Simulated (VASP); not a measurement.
A run of VASP 6.6.1:

Contents of INCAR:

```
ALGO     = Normal         # electronic algorithm
EDIFF    = 1E-8           # SCF threshold, eV
ENCUT    = 520            # plane-wave cutoff, eV
GGA      = PS             # functional
ISIF     = 2              # what is computed and relaxed
ISMEAR   = -1             # smearing method
LASPH    = T              # aspherical terms in the spheres
LCHARG   = F              # write CHGCAR
LEFG     = T            
LREAL    = F              # projectors in reciprocal space
LWAVE    = F              # write WAVECAR
NBANDS   = 17             # bands
NELM     = 60             # most SCF steps
PREC     = Accurate       # precision mode
SIGMA    = 0.08           # smearing width, eV
```

KPOINTS

```
k-points
0
Gamma
  11 11 11
```

Contents of POSCAR:

```
SnTe
1.0
    0.0000000000      3.1565000000      3.0933700000
    3.1565000000      0.0000000000      3.0933700000
    3.1565000000      3.1565000000      0.0000000000
Sn Te
1 1
Direct
    0.0000000000      0.0000000000      0.0000000000
    0.5000000000      0.5000000000      0.5000000000
```

Potentials or basis: VASP PAW PBE potentials, release 64 (Sn_d, Te).

The run is started by

```sh
$ cat potpaw_PBE.64/Sn_d/POTCAR potpaw_PBE.64/Te/POTCAR > POTCAR
$ mpirun -np 1 vasp_std > vasp.out
```

Hardware: 1 thread of Intel Xeon 8259CL, on a shared host.

Estimate the wall time of this run.

Run time: 2.8 min on 1 thread of Intel Xeon 8259CL, on a shared host, peak memory 0.3 GiB. Counts: scf iterations 16, k points 126.
